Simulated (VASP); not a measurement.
Input of a VASP 6.6.1 run:

File INCAR:

```
PREC     = Accurate       # precision mode
ENCUT    = 500            # plane-wave cutoff, eV
EDIFF    = 1E-7           # SCF threshold, eV
ISMEAR   = -1             # smearing method
SIGMA    = 0.05           # smearing width, eV
LREAL    = F              # projectors in reciprocal space
LASPH    = T              # aspherical terms in the spheres
NELM     = 120            # most SCF steps
ALGO     = Normal         # electronic algorithm
ISIF     = 3              # what is computed and relaxed
LWAVE    = F              # write WAVECAR
LCHARG   = F              # write CHGCAR
GGA      = PS             # functional
IBRION   = 2              # ionic algorithm
NSW      = 80             # ionic steps
EDIFFG   = -0.02          # ionic threshold
GGA_COMPAT= F            
NELMIN   = 4
```

The input KPOINTS:

```
regular mesh
0
Gamma
  15 15 15
```

File POSCAR:

```
Y
1.0
   -2.0200000000      2.0200000000      2.0200000000
    2.0200000000     -2.0200000000      2.0200000000
    2.0200000000      2.0200000000     -2.0200000000
Y
1
Direct
    0.0000000000      0.0000000000      0.0000000000
```

Potentials or basis: VASP PAW PBE potentials, release 64 (Y_sv).

Command:

```sh
$ cat potpaw_PBE.64/Y_sv/POTCAR > POTCAR
$ mpirun -np 1 vasp_std > vasp.out
```

(1) Estimate the band gap on the k mesh.

(2) Predict the space group after relaxing (to 0.1 Å).

(3) What does it give for the relaxed volume?

(4) Predict the relaxed cell.

Results:

(1) zero (an odd number of electrons rules out a gap without spin polarisation).

(2) Im-3m (No. 229).

(3) 31.31 Å³/atom.

(4) a = 3.439 Å, b = 3.439 Å, c = 3.439 Å, α = 109.47°, β = 109.47°, γ = 109.47°.

Caveat: the PAW data sets were made with another functional, which shifts forces and pressure a little.
